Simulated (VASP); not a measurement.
# ZnS (F-43m) in VASP: a series of runs

ZnS is run at these levels: r2SCAN+D4, r2SCAN, PBE; tasks: single point.

Program: VASP 6.6.1. These are calculated values, not measurements. Logs are shortened: lines on timing, memory, paths and dates and some standing lists are left out, and cuts for length are marked.

**The experiment to reproduce.**

From “Electronic, vibrational, and thermodynamic properties of ZnS (zincblende and rocksalt structure)”, 2009, arxiv:0911.5022, for a bulk crystal of ZnS at 19 K: band gap 3.85 eV (direct).

The results are compared with them further down.

## Step 1: The cell of the first run

It takes space group F-43m (No. 216, cubic). The conventional cell has a = 5.405 Å, b = 5.405 Å, c = 5.405 Å, α = 90.00°, β = 90.00°, γ = 90.00°. Within 3.1 Å of Zn (site symmetry -43m) lie 4 S at 2.34 Å. S (site symmetry -43m) has 4 Zn at 2.34 Å within 3.1 Å.

## Step 2: Single point, r2SCAN+D4 (volume scaled by 1.02)

File POSCAR:

```
ZnS
1.0
    0.0000000000      2.7022625717      2.7022625717
    2.7022625717      0.0000000000      2.7022625717
    2.7022625717      2.7022625717      0.0000000000
Zn S
1 1
Direct
    0.0000000000      0.0000000000      0.0000000000
    0.7500000000      0.7500000000      0.7500000000
```

File INCAR.step1:

```
SYSTEM = ZnS
PREC = Accurate
ENCUT = 520
ISMEAR = 0
SIGMA = 0.05
LREAL = .False.
LASPH = .True.
NELM = 80
NBANDS = 16
GGA = PE
ALGO = Normal
EDIFF = 1E-4
LWAVE = .True.
LCHARG = .False.
```

File INCAR.step2:

```
SYSTEM = ZnS
PREC = Accurate
ENCUT = 520
EDIFF = 1E-6
ISMEAR = 0
SIGMA = 0.05
LREAL = .False.
LASPH = .True.
NELM = 80
ALGO = Normal
ISIF = 2
LWAVE = .False.
LCHARG = .False.
METAGGA = R2SCAN
LMIXTAU = .True.
IVDW = 13
VDW_S6 = 1.0
VDW_S8 = 0.6018749
VDW_A1 = 0.51559235
VDW_A2 = 5.77342911
NBANDS = 16
ISTART = 1
```

File KPOINTS:

```
regular mesh
0
Gamma
  8 8 8
  0 0 0
```

Potentials or basis: VASP PAW PBE potentials, release 64 (Zn, S).

The run is started by

```sh
$ cat potpaw_PBE.64/Zn/POTCAR potpaw_PBE.64/S/POTCAR > POTCAR
$ cp INCAR.step1 INCAR
$ mpirun -np 1 vasp_std > vasp.out
$ cp INCAR.step2 INCAR
$ mpirun -np 1 vasp_std > vasp.out
```

OUTCAR:

```text
SYSTEM = ZnS
   PREC = Accurate
   ENCUT = 520
   EDIFF = 1E-6
   ISMEAR = 0
   LREAL = .False.
   LASPH = .True.
   NELM = 80
   ISIF = 2
   METAGGA = R2SCAN
   IVDW = 13
   ISTART = 1

 ion  position               nearest neighbor table
   1  0.000  0.000  0.000-   2 2.34   2 2.34   2 2.34   2 2.34
   2  0.750  0.750  0.750-   1 2.34   1 2.34   1 2.34   1 2.34

  LATTYP: Found a face centered cubic cell.
 ALAT       =     5.4045251434

  Lattice vectors:

 A1 = (   0.0000000000,   2.7022625717,   2.7022625717)
 A2 = (   2.7022625717,   0.0000000000,   2.7022625717)
 A3 = (   2.7022625717,   2.7022625717,   0.0000000000)

Analysis of symmetry for initial positions (statically):
=====================================================================
 Subroutine PRICEL returns:
 Original cell was already a primitive cell.

 Routine SETGRP: Setting up the symmetry group for a
 face centered cubic supercell.

 Subroutine GETGRP returns: Found 24 space group operations
 (whereof 24 operations were pure point group operations)
 out of a pool of 48 trial point group operations.

The static configuration has the point symmetry T_d .

Analysis of symmetry for dynamics (positions and initial velocities):
=====================================================================
 Subroutine PRICEL returns:
 Original cell was already a primitive cell.

 Routine SETGRP: Setting up the symmetry group for a
 face centered cubic supercell.

 Subroutine GETGRP returns: Found 24 space group operations
 (whereof 24 operations were pure point group operations)
 out of a pool of 48 trial point group operations.

The dynamic configuration has the point symmetry T_d .

 Subroutine INISYM returns: Found 24 space group operations
 (whereof 24 operations are pure point group operations),
 and found     1 'primitive' translations

----------------------------------------------------------------------------------------

                                     Primitive cell

  volume of cell :      39.4650

  direct lattice vectors                    reciprocal lattice vectors
     0.000000000  2.702262572  2.702262572    -0.185030132  0.185030132  0.185030132
     2.702262572  0.000000000  2.702262572     0.185030132 -0.185030132  0.185030132
     2.702262572  2.702262572  0.000000000     0.185030132  0.185030132 -0.185030132

  length of vectors
     3.821576378  3.821576378  3.821576378     0.320481589  0.320481589  0.320481589

  position of ions in fractional coordinates (direct lattice)
     0.000000000  0.000000000  0.000000000
     0.750000000  0.750000000  0.750000000

  ion indices of the primitive-cell ions
   primitive index   ion index
                 1           1
                 2           2

----------------------------------------------------------------------------------------

 KPOINTS: regular mesh

Automatic generation of k-mesh.
 Grid dimensions read from file:
 generate k-points for:    8    8    8

 Generating k-lattice:

  Cartesian coordinates                     Fractional coordinates (reciprocal lattice)
    -0.023128766  0.023128766  0.023128766     0.125000000  0.000000000  0.000000000
     0.023128766 -0.023128766  0.023128766     0.000000000  0.125000000  0.000000000
     0.023128766  0.023128766 -0.023128766     0.000000000  0.000000000  0.125000000

  Length of vectors
     0.040060199  0.040060199  0.040060199

  Shift w.r.t. Gamma in fractional coordinates (k-lattice)
     0.000000000  0.000000000  0.000000000

 Subroutine IBZKPT returns following result:
 ===========================================

 Found     29 irreducible k-points:

 Following reciprocal coordinates:
            Coordinates               Weight
  0.000000  0.000000  0.000000      1.000000
  0.125000  0.000000  0.000000      8.000000
  0.250000  0.000000  0.000000      8.000000
  0.375000  0.000000  0.000000      8.000000
  0.500000  0.000000  0.000000      4.000000
  0.125000  0.125000  0.000000      6.000000
[... 16 lines left out ...]
  0.500000  0.250000  0.125000     48.000000
[... 52 lines left out ...]
      4      -4.4620      2.00000
      5      -4.1243      2.00000
      6      -4.0912      2.00000
[... 8 lines left out ...]
     15      15.1534      0.00000
     16      15.5275      0.00000

 k-point     9 :       0.5000    0.1250    0.0000
  band No.  band energies     occupation
      1     -10.8594      2.00000
      2      -4.5461      2.00000
      3      -4.5126      2.00000
      4      -4.1841      2.00000
      5      -4.0918      2.00000
      6      -3.9697      2.00000
[... 8 lines left out ...]
     15      15.9097      0.00000
     16      16.0532      0.00000
[... 172 lines left out ...]
 k-point    19 :       0.5000    0.3750    0.0000
  band No.  band energies     occupation
      1     -10.6350      2.00000
      2      -4.6327      2.00000
      3      -4.3440      2.00000
      4      -4.3189      2.00000
      5      -4.0603      2.00000
      6      -3.9338      2.00000
[... 8 lines left out ...]
     15      16.1890      0.00000
     16      17.3960      0.00000

 k-point    20 :      -0.3750    0.3750    0.0000
  band No.  band energies     occupation
      1     -10.6061      2.00000
      2      -4.5659      2.00000
      3      -4.3724      2.00000
      4      -4.2407      2.00000
      5      -4.0885      2.00000
      6      -3.7817      2.00000
[... 8 lines left out ...]
     15      14.9123      0.00000
     16      18.4739      0.00000

 k-point    21 :       0.5000    0.5000    0.0000
  band No.  band energies     occupation
      1     -10.5821      2.00000
      2      -4.6683      2.00000
      3      -4.3090      2.00000
      4      -4.3089      2.00000
      5      -4.0468      2.00000
      6      -3.9104      2.00000
[... 8 lines left out ...]
     15      16.1857      0.00000
     16      17.0485      0.00000

 k-point    22 :       0.3750    0.2500    0.1250
  band No.  band energies     occupation
      1     -11.1705      2.00000
      2      -4.6341      2.00000
      3      -4.5284      2.00000
      4      -4.5006      2.00000
      5      -4.1475      2.00000
      6      -4.0862      2.00000
[... 8 lines left out ...]
     15      15.2598      0.00000
     16      17.6199      0.00000

 k-point    23 :       0.5000    0.2500    0.1250
  band No.  band energies     occupation
      1     -10.8761      2.00000
      2      -4.5458      2.00000
      3      -4.4933      2.00000
      4      -4.3356      2.00000
      5      -4.1068      2.00000
      6      -4.0556      2.00000
[... 8 lines left out ...]
     15      16.3413      0.00000
     16      16.8668      0.00000

 k-point    24 :      -0.3750    0.2500    0.1250
  band No.  band energies     occupation
      1     -10.7445      2.00000
      2      -4.5289      2.00000
      3      -4.4715      2.00000
      4      -4.1823      2.00000
      5      -4.1132      2.00000
      6      -3.8597      2.00000
[... 8 lines left out ...]
     15      15.9763      0.00000
     16      16.8354      0.00000

 [... further k-points ...]

------------------------ aborting loop because EDIFF is reached ----------------------------------------

  DFT-D4 for vdW energy calculation

  Edisp (eV):   -0.23006

  FORCE on cell =-STRESS in cart. coord.  units (eV):
  Direction    XX          YY          ZZ          XY          YZ          ZX
  --------------------------------------------------------------------------------------
  -------------------------------------------------------------------------------------
  Total      -0.37417    -0.37417    -0.37417     0.00000    -0.00000     0.00000
  in kB     -15.19013   -15.19013   -15.19013     0.00000    -0.00000     0.00000
  external pressure =      -15.19 kB  Pullay stress =        0.00 kB

 VOLUME and BASIS-vectors are now :
 -----------------------------------------------------------------------------
  energy-cutoff  :      520.00
  volume of cell :       39.47
      direct lattice vectors                 reciprocal lattice vectors
     0.000000000  2.702262572  2.702262572    -0.185030132  0.185030132  0.185030132
     2.702262572  0.000000000  2.702262572     0.185030132 -0.185030132  0.185030132
     2.702262572  2.702262572  0.000000000     0.185030132  0.185030132 -0.185030132

 POSITION                                       TOTAL-FORCE (eV/Angst)
 -----------------------------------------------------------------------------------
      0.00000      0.00000      0.00000         0.000000      0.000000      0.000000
      4.05339      4.05339      4.05339        -0.000000     -0.000000     -0.000000
 -----------------------------------------------------------------------------------
    total drift:                               -0.000011     -0.000011     -0.000011

  FREE ENERGIE OF THE ION-ELECTRON SYSTEM (eV)
  ---------------------------------------------------
  free  energy   TOTEN  =       -19.0955794172 eV

  energy  without entropy=      -19.0955794172  energy(sigma->0) =      -19.09557942
```

It took 33 s on 1 thread of Intel Xeon 6975P-C, shared host; peak memory 0.17 GiB.

What came out:

```yaml
Free_energy: -19.0956 eV
Pressure: -1.5 GPa
Band_gap_on_the_k_mesh: 2.67 eV, direct
Dispersion_energy_per_atom: -0.115 eV
```

Caveat: the cell differs from its parent crystal (volume scaled by 1.02); the PAW data sets were made with another functional, which shifts forces and pressure a little.

## Step 3: Single point, r2SCAN (volume scaled by 1.02)

File POSCAR:

```
ZnS
1.0
    0.0000000000      2.7124059712      2.7124059712
    2.7124059712      0.0000000000      2.7124059712
    2.7124059712      2.7124059712      0.0000000000
Zn S
1 1
Direct
    0.0000000000      0.0000000000      0.0000000000
    0.7500000000      0.7500000000      0.7500000000
```

File INCAR.step1:

```
SYSTEM = ZnS
PREC = Accurate
ENCUT = 520
ISMEAR = 0
SIGMA = 0.05
LREAL = .FALSE.
LASPH = .TRUE.
NELM = 80
NBANDS = 16
GGA = PE
ALGO = Normal
EDIFF = 1E-4
LWAVE = .TRUE.
LCHARG = .FALSE.
```

File INCAR.step2:

```
SYSTEM = ZnS
PREC = Accurate
ENCUT = 520
EDIFF = 1E-6
ISMEAR = 0
SIGMA = 0.05
LREAL = .FALSE.
LASPH = .TRUE.
NELM = 80
ALGO = Normal
ISIF = 2
LWAVE = .FALSE.
LCHARG = .FALSE.
METAGGA = R2SCAN
LMIXTAU = .TRUE.
NBANDS = 16
ISTART = 1
```

File KPOINTS:

```
Automatic mesh
0
G
  8 8 8
  0 0 0
```

Potentials or basis: VASP PAW PBE potentials, release 64 (Zn, S).

The run is started by

```sh
$ cat potpaw_PBE.64/Zn/POTCAR potpaw_PBE.64/S/POTCAR > POTCAR
$ cp INCAR.step1 INCAR
$ mpirun -np 1 vasp_std > vasp.out
$ cp INCAR.step2 INCAR
$ mpirun -np 1 vasp_std > vasp.out
```

It took 46 s on 1 thread of Intel Xeon 6975P-C, shared host; peak memory 0.17 GiB.

It converged, with:

| Property | Result |
| --- | --- |
| Free energy | -18.8629 eV |
| Pressure | -1.5 GPa |
| Band gap on the k mesh | 2.62 eV, direct |

Levels at points of the mesh, in eV from the valence-band top:
| k point | band 5 | band 6 | band 7 | band 8 | band 9 | band 10 | band 11 | band 12 | band 13 | band 14 |
| --- | --- | --- | --- | --- | --- | --- | --- | --- | --- | --- |
| (0.00, 0.00, 0.00) | -5.92 | -5.92 | 0.00 | 0.00 | 0.00 | 2.62 | 6.91 | 6.91 | 6.91 | 12.29 |
| (0.50, 0.00, 0.00) | -5.89 | -5.73 | -5.32 | -0.87 | -0.87 | 3.79 | 7.40 | 7.40 | 9.37 | 12.80 |
| (0.50, 0.50, 0.00) | -5.85 | -5.71 | -4.57 | -2.24 | -2.24 | 3.75 | 4.48 | 11.67 | 12.74 | 12.74 |

Caveat: the cell differs from its parent crystal (volume scaled by 1.02); the PAW data sets were made with another functional, which shifts forces and pressure a little.

## Step 4: Single point, r2SCAN+D4 (volume scaled by 1.04)

File POSCAR:

```
ZnS
1.0
    0.0000000000      2.7198102230      2.7198102230
    2.7198102230      0.0000000000      2.7198102230
    2.7198102230      2.7198102230      0.0000000000
Zn S
1 1
Direct
    0.0000000000      0.0000000000      0.0000000000
    0.7500000000      0.7500000000      0.7500000000
```

File INCAR.step1:

```
PREC = Accurate
ENCUT = 520
ISMEAR = 0
SIGMA = 0.05
LREAL = False
LASPH = True
NELM = 80
NBANDS = 16
GGA = PE
ALGO = Normal
EDIFF = 1E-4
LWAVE = True
LCHARG = False
```

File INCAR.step2:

```
PREC = Accurate
ENCUT = 520
EDIFF = 1E-6
ISMEAR = 0
SIGMA = 0.05
LREAL = False
LASPH = True
NELM = 80
ALGO = Normal
ISIF = 2
LWAVE = False
LCHARG = False
METAGGA = R2SCAN
LMIXTAU = True
IVDW = 13
VDW_S6 = 1.0
VDW_S8 = 0.6018749
VDW_A1 = 0.51559235
VDW_A2 = 5.77342911
NBANDS = 16
ISTART = 1
```

File KPOINTS:

```
Automatic mesh
0
Gamma
  8 8 8
```

The run is started by

```sh
$ cat potpaw_PBE.64/Zn/POTCAR potpaw_PBE.64/S/POTCAR > POTCAR
$ cp INCAR.step1 INCAR
$ mpirun -np 1 vasp_std > vasp.out
$ cp INCAR.step2 INCAR
$ mpirun -np 1 vasp_std > vasp.out
```

Run time: 55 s. Hardware: 1 thread of Intel Xeon 6975P-C, shared host; peak memory 0.18 GiB.

Results (log left out):

* Free energy: -19.0851 eV
* Pressure: -2.9 GPa
* Band gap on the k mesh: 2.58 eV, direct
* Dispersion energy per atom: -0.113 eV

Levels at points of the mesh, in eV from the valence-band top:
```csv
k point,band 7,band 8,band 9,band 10,band 11,band 12
"(0.00, 0.00, 0.00)",0.00,0.00,0.00,2.58,6.92,6.92
"(0.50, 0.00, 0.00)",-5.26,-0.86,-0.86,3.77,7.41,7.41
"(0.50, 0.50, 0.00)",-4.53,-2.21,-2.21,3.77,4.48,11.61
```

Caveat: the cell differs from its parent crystal (volume scaled by 1.04); the PAW data sets were made with another functional, which shifts forces and pressure a little.

## Step 5: Single point, r2SCAN (volume scaled by 1.04)

File POSCAR:

```
ZnS
1.0
    0.0000000000      2.7300194905      2.7300194905
    2.7300194905      0.0000000000      2.7300194905
    2.7300194905      2.7300194905      0.0000000000
Zn S
1 1
Direct
    0.0000000000      0.0000000000      0.0000000000
    0.7500000000      0.7500000000      0.7500000000
```

File INCAR.step1:

```
PREC     = Accurate       # precision mode
ENCUT    = 520            # plane-wave cutoff, eV
ISMEAR   = 0              # smearing method
SIGMA    = 0.05           # smearing width, eV
LREAL    = False          # projectors in reciprocal space
LASPH    = True           # aspherical terms in the spheres
NELM     = 100            # most SCF steps
NBANDS   = 16             # bands
GGA      = PE             # functional
ALGO     = Normal         # electronic algorithm
EDIFF    = 1E-4           # SCF threshold, eV
LWAVE    = True           # write WAVECAR
LCHARG   = False          # write CHGCAR
```

File INCAR.step2:

```
PREC     = Accurate       # precision mode
ENCUT    = 520            # plane-wave cutoff, eV
EDIFF    = 1E-7           # SCF threshold, eV
ISMEAR   = 0              # smearing method
SIGMA    = 0.05           # smearing width, eV
LREAL    = False          # projectors in reciprocal space
LASPH    = True           # aspherical terms in the spheres
NELM     = 100            # most SCF steps
ALGO     = Normal         # electronic algorithm
ISIF     = 2              # what is computed and relaxed
LWAVE    = False          # write WAVECAR
LCHARG   = False          # write CHGCAR
METAGGA  = R2SCAN         # meta-GGA
LMIXTAU  = True         
NBANDS   = 16             # bands
ISTART   = 1
```

File KPOINTS:

```
regular mesh
0
Gamma
  8 8 8
```

The run is started by

```sh
$ cat potpaw_PBE.64/Zn/POTCAR potpaw_PBE.64/S/POTCAR > POTCAR
$ cp INCAR.step1 INCAR
$ mpirun -np 1 vasp_std > vasp.out
$ cp INCAR.step2 INCAR
$ mpirun -np 1 vasp_std > vasp.out
```

Wall time 85 s (1 thread of Intel Xeon 6975P-C, shared host); peak memory 0.18 GiB.

Results (log left out):

* Free energy: -18.8522 eV
* Pressure: -2.8 GPa
* Band gap on the k mesh: 2.53 eV, direct

Levels at points of the mesh, in eV from the valence-band top:
```csv
k point,band 7,band 8,band 9,band 10,band 11,band 12
"(0.00, 0.00, 0.00)",0.00,0.00,0.00,2.53,6.92,6.92
"(0.50, 0.00, 0.00)",-5.19,-0.84,-0.84,3.75,7.41,7.41
"(0.50, 0.50, 0.00)",-4.49,-2.17,-2.17,3.79,4.48,11.52
```

Caveat: the cell differs from its parent crystal (volume scaled by 1.04); the PAW data sets were made with another functional, which shifts forces and pressure a little.

## Step 6: Single point, PBE

This run uses another cell than the first one, of 19.78 Å³/atom, 1.003 times its volume.

File INCAR:

```
PREC = Accurate
ENCUT = 520
EDIFF = 1E-6
ISMEAR = 0
SIGMA = 0.05
LREAL = False
LASPH = True
NELM = 80
ALGO = Normal
ISIF = 2
LWAVE = False
LCHARG = False
GGA = PE
NBANDS = 16
```

File KPOINTS:

```
regular mesh
0
Gamma
  12 12 12
```

File POSCAR:

```
ZnS
1.0
    0.0000000000      2.7046490548      2.7046490548
    2.7046490548      0.0000000000      2.7046490548
    2.7046490548      2.7046490548      0.0000000000
Zn S
1 1
Direct
    0.0000000000      0.0000000000      0.0000000000
    0.7500000000      0.7500000000      0.7500000000
```

Potentials or basis: VASP PAW PBE potentials, release 64 (Zn, S).

The run is started by

```sh
$ cat potpaw_PBE.64/Zn/POTCAR potpaw_PBE.64/S/POTCAR > POTCAR
$ mpirun -np 1 vasp_std > vasp.out
```

It took 25 s on 1 thread of Intel Xeon 6975P-C, shared host; peak memory 0.18 GiB.

Results (log left out):

```
Free energy            : -6.8486 eV
Pressure               : 1.5 GPa
Band gap on the k mesh : 2.10 eV, direct
```

Levels at points of the mesh, in eV from the valence-band top:
| k point | band 5 | band 6 | band 7 | band 8 | band 9 | band 10 | band 11 | band 12 | band 13 | band 14 |
| --- | --- | --- | --- | --- | --- | --- | --- | --- | --- | --- |
| (0.00, 0.00, 0.00) | -5.83 | -5.83 | 0.00 | 0.00 | 0.00 | 2.10 | 6.40 | 6.40 | 6.40 | 11.76 |
| (0.50, 0.00, 0.00) | -5.80 | -5.63 | -5.27 | -0.86 | -0.86 | 3.30 | 6.93 | 6.93 | 8.87 | 12.16 |
| (0.50, 0.50, 0.00) | -5.76 | -5.62 | -4.55 | -2.21 | -2.21 | 3.41 | 4.07 | 10.96 | 11.95 | 11.95 |

## Step 7: Summary

| level | cell | k mesh | gap on the mesh (eV) | pressure (GPa) |
| --- | --- | --- | --- | --- |
| r2SCAN+D4 | a = 3.822 Å, angles 60.0°, 2 atoms | 8 × 8 × 8 | 2.67 | -1.5 |
| r2SCAN | a = 3.836 Å, angles 60.0°, 2 atoms | 8 × 8 × 8 | 2.62 | -1.5 |
| r2SCAN+D4 | a = 3.846 Å, angles 60.0°, 2 atoms | 8 × 8 × 8 | 2.58 | -2.9 |
| r2SCAN | a = 3.861 Å, angles 60.0°, 2 atoms | 8 × 8 × 8 | 2.53 | -2.8 |
| PBE | a = 3.825 Å, angles 60.0°, 2 atoms | 12 × 12 × 12 | 2.10 | 1.5 |

Alike in all rows: task single point; potentials or basis VASP PAW PBE potentials, release 64 (Zn, S); no spin polarisation; cutoff (eV) 520; smearing gaussian 0.05 eV.

Caveats: the PAW data sets were made with another functional, which shifts forces and pressure a little (some runs).

Total energies depend on the potentials used, so only differences within one code and one set of settings carry meaning.

## Step 8: Against experiment

Step 6. Against the measured gap of ZnS, 3.85 eV (direct; 19 K; quoted in “Electronic, vibrational, and thermodynamic properties of ZnS (zincblende and rocksalt structure)”, 2009, arxiv:0911.5022), the calculated 2.10 eV is off by -1.75 eV. The value is that of PBE on a finite k mesh, which can miss the band edges, without temperature or zero-point motion. Semilocal functionals fall short of measured gaps as a rule.
